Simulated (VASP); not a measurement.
Wanted: the native input for a VASP 6.6.1 run.

```yaml
Task: single point
Functional: PBE
Potentials_or_basis: VASP PAW PBE potentials, release 64 (Sr_sv, Ta_pv, O)
Cutoff: 520 eV
k_mesh: 5 × 5 × 2
Occupations: gaussian, width 0.2 eV
Spin: no spin polarisation
Dipole_correction: no
Further_INCAR_settings: ALGO = Normal; EDIFF = 1e-07; NBANDS = 43
```

The structure of Sr4Ta2O lies in POSCAR:

```
Sr4Ta2O
1.0
    3.7297284691      0.0000000000      0.0000000000
    0.0000000000      3.7297284691      0.0000000000
    0.0000000000      0.0000000000     14.8615023471
Sr Ta O
4 2 1
Direct
    0.5000000000      0.5000000000     -0.0148310625
    0.0000000000      0.0000000000      0.1674969545
    0.0000000000      0.0000000000      0.6161394634
    0.5000000000      0.5000000000      0.3874219793
    0.0000000000      0.0000000000      0.8420100117
    0.5000000000      0.5000000000      0.7721729927
    0.0000000000      0.0000000000     -0.0154103391
```

These files were run (other wordings do the same):

INCAR

```
SYSTEM = Sr4Ta2O
  PREC = Accurate
  ENCUT = 520
  EDIFF = 1E-7
  ISMEAR = 0
  SIGMA = 0.2
  LREAL = .False.
  LASPH = .True.
  NELM = 80
  ALGO = Normal
  ISIF = 2
  LWAVE = .False.
  LCHARG = .False.
  GGA = PE
  NBANDS = 43
```

KPOINTS

```
Automatic mesh
0
Gamma
  5 5 2
  0 0 0
```

Potentials or basis: VASP PAW PBE potentials, release 64 (Sr_sv, Ta_pv, O).

Command:

```console
$ cat potpaw_PBE.64/Sr_sv/POTCAR potpaw_PBE.64/Ta_pv/POTCAR potpaw_PBE.64/O/POTCAR > POTCAR
$ mpirun -np 1 vasp_std > vasp.out
```

Results of the run:

```yaml
Pressure: 0.6 GPa
Largest_force: 0.023 eV/Å
Band_gap_on_the_k_mesh: zero (bands 34 and 35 overlap by 0.58 eV)
```

Caveat: spin-orbit coupling is left out, which moves the levels of the heavy elements.

It took 83 s on 1 thread of Intel(R) Xeon(R) 6975P-C (Granite Rapids) (shared host), peak memory 0.33 GiB.
